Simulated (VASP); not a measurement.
Wanted: the native input for a VASP 6.6.1 run.

```yaml
Task: single point
Functional: PBE
Potentials_or_basis: VASP PAW PBE potentials, release 64 (Y_sv, B)
Cutoff: 520 eV
k_mesh: 6 × 6 × 4
Occupations: gaussian, width 0.1 eV
Spin: no spin polarisation
Dipole_correction: no
Further_INCAR_settings: ALGO = Normal; EDIFF = 1e-06; NBANDS = 28
```

The structure of Y3B2 lies in POSCAR:

```
Y3B2
1.0
    4.7660135500      0.0000000000      0.0000000000
   -2.3830067800      4.1274888100      0.0000000000
    0.0000000000      0.0000000000      4.3497475800
Y B
3 2
Direct
    0.3333333300      0.6666666700      0.9268482300
    0.6666666700      0.3333333300      0.9268482300
    0.0000000000      0.0000000000      0.0335862200
    0.3333333300      0.6666666700      0.4914142100
    0.6666666700      0.3333333300      0.4914142100
```

The cell was generated, and may not be a known phase.

One way to write it, as run:

INCAR

```
SYSTEM = Y3B2
PREC = Accurate
ENCUT = 520
EDIFF = 1E-6
ISMEAR = 0
SIGMA = 0.1
LREAL = .FALSE.
LASPH = .TRUE.
NELM = 100
ALGO = Normal
ISIF = 2
LWAVE = .FALSE.
LCHARG = .TRUE.
GGA = PE
LELF = .TRUE.
LVHAR = .TRUE.
NBANDS = 28
```

KPOINTS

```
regular mesh
0
G
  6 6 4
  0 0 0
```

Potentials or basis: VASP PAW PBE potentials, release 64 (Y_sv, B).

Launch:

```console
$ cat potpaw_PBE.64/Y_sv/POTCAR potpaw_PBE.64/B/POTCAR > POTCAR
$ mpirun -np 1 vasp_std > vasp.out
```

Results of the run:

The pressure is 37.9 GPa and the largest force is 7.628 eV/Å. The band gap on the k mesh is zero (an odd number of electrons rules out a gap without spin polarisation).

Caveat: the k points lie up to 0.36 Å⁻¹ apart, too coarse for converged energies and pressures of a metal; forces of over 1 eV/Å act on the atoms, so gaps and moduli don't describe the material at rest.

Wall time 40 s on 1 thread of Oxide Virtual Turin-like Processor (shared host), peak memory 0.18 GiB.
